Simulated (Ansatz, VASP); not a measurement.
# Sc2BSb3 in VASP and in Ansatz

The input INCAR:

```
  PREC = Accurate
  ENCUT = 600
  EDIFF = 1E-6
  ISMEAR = 0
  SIGMA = 0.1
  LREAL = F
  LASPH = T
  NELM = 100
  ALGO = Normal
  ISIF = 3
  LWAVE = F
  LCHARG = F
  GGA = PE
  IBRION = 2
  NSW = 100
  EDIFFG = -0.01
```

KPOINTS

```
Automatic mesh
0
Gamma
  10 10 4
```

The input POSCAR:

```
Sc2BSb3
1.0
    3.7141439954      0.0000000000      0.0000000000
    0.0000000000      3.7141439954      0.0000000000
    0.0000000000      0.0000000000      9.0243522973
Sc B Sb
2 1 3
Direct
    0.5000000000      0.0000000000      0.7553616105
    0.0000000000      0.5000000000      0.2446383895
    0.5000000000      0.5000000000      0.0000000000
    0.5000000000      0.0000000000      0.3969526816
    0.0000000000      0.5000000000      0.6030473184
    0.0000000000      0.0000000000      0.0000000000
```

Input for Ansatz:

```yaml
crystal:
  lattice:
    - [3.7141439954, 0.0, 0.0]
    - [0.0, 3.7141439954, 0.0]
    - [0.0, 0.0, 9.0243522973]
  atoms:
    - { symbol: Sc, position: [0.5, 0.0, 0.7553616105] }
    - { symbol: Sc, position: [0.0, 0.5, 0.2446383895] }
    - { symbol: B, position: [0.5, 0.5, 0.0] }
    - { symbol: Sb, position: [0.5, 0.0, 0.3969526816] }
    - { symbol: Sb, position: [0.0, 0.5, 0.6030473184] }
    - { symbol: Sb, position: [0.0, 0.0, 0.0] }
basis:
  ecutwfc: 420
kpoints:
  mp_grid: { grid: [10, 10, 4] }
hamiltonian:
  xc: pbe
scf:
  occupations: { method: gaussian, width: 0.1 }
output:
  forces: true
  stress: true
  eigenvalues: true
  write_density: true
  write_potential: true
  elf: true
  volumetric_format: npy
relax:
  adjacent_minimum: "off"
  f_tol: 0.01
  max_steps: 80
  cell: { stress_tol: 0.05 }
```

Change from the starting cell: species swapped into the Hf2SiAs3 type (P-4m2, No. 115).

Alike in both runs: task relaxation of cell and atoms; functional PBE; k mesh 10 × 10 × 4; occupations gaussian, width 0.1 eV; no spin polarisation.

```csv
,VASP,Ansatz
version,VASP 6.6.1,Ansatz 0.2.0
potentials or method,"VASP PAW PBE potentials, release 64 (Sc_sv, B, Sb), cutoff 600 eV","scalar-relativistic, plane waves, PAW"
valence electrons in the cell,40,70
```

|  | VASP | Ansatz | Ansatz less VASP |
| --- | --- | --- | --- |
| gap on the k mesh at the Fermi level, each at its own relaxed structure (eV) | none | none | - |
| relaxed volume (Å³/atom) | 20.81 | 20.79 | -0.018 |
| relaxed cell length with the largest relative difference (Å) | 3.716 | 3.714 | -0.0017 |

A gap of «none» marks a metal or a gap that the smearing closes. VASP's potentials hold 40 valence electrons a cell and Ansatz's 70, so a difference there can come from the potentials and not from the codes.

Neither program's run includes spin-orbit coupling.
